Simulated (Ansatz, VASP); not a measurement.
# AlN: VASP beside Ansatz

```
Al N
1.0
     0.00000    2.18399    2.18399
     2.18399    0.00000    2.18399
     2.18399    2.18399    0.00000
Al N
1 1
Cartesian
  0.0000 0.0000 0.0000
  1.0920 1.0920 1.0920
```

Alike in both runs: functional PBE0; k mesh 5 × 5 × 5; occupations fermi-dirac, width 0.05 eV; no spin polarisation.

|  | VASP | Ansatz |
| --- | --- | --- |
| version | VASP 6.6.1 | Ansatz 0.2.0 |
| potentials or method | VASP PAW PBE potentials, release 64 (Al, N) | Ansatz PAW |
| plane-wave cutoff (eV) | 520 | 420 |
| valence electrons in the cell | 8 | 8 |
| task | single point | band structure |

VASP gave:

```
gap on the k mesh at the Fermi level (eV) : 5.93
pressure (GPa)                            : -0.6
```

Problem. Estimate Ansatz's values.

Solution. gap on the k mesh at the Fermi level (eV): 5.91; pressure (GPa): -0.4.

The functional is the same, so the differences come from potentials, cutoffs and numerics.

The k mesh is coarse, so the values compare programs but aren't converged.
